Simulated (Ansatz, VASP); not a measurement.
One calculation of Sb, two programs

```
Sb
1.0
     7.01334    0.00000    0.00000
    -3.50667    6.07373    0.00000
     0.00000    0.00000    5.61084
Sb
8
Direct
  0.50000 0.00000 0.50000
  0.00000 0.50000 0.50000
  0.50000 0.50000 0.50000
  0.33333 0.66667 0.25173
  0.33333 0.66667 0.74827
  0.66667 0.33333 0.74827
  0.66667 0.33333 0.25173
  0.00000 0.00000 0.00000
```

Alike in both runs: task single point; functional PBE; k mesh 3 × 3 × 4; occupations gaussian, width 0.1 eV; no spin polarisation.

|  | VASP | Ansatz |
| --- | --- | --- |
| version | VASP 6.6.1 | Ansatz 0.2.0 |
| potentials or method | VASP PAW PBE potentials, release 64 (Sb), cutoff 520 eV | scalar-relativistic, plane waves, PAW |
| valence electrons in the cell | 40 | 120 |

|  | VASP | Ansatz | Ansatz less VASP |
| --- | --- | --- | --- |
| gap on the k mesh at the Fermi level (eV) | none | none | - |
| rms of the force components (eV/Å) | 4.270 | 4.127 | -0.1424 |

Atom by atom the forces differ by 0.142 eV/Å (rms over components). A gap of «none» marks a metal or a gap that the smearing closes. VASP's potentials hold 40 valence electrons a cell and Ansatz's 120, so a difference there can come from the potentials and not from the codes.

Spin-orbit coupling is off throughout.
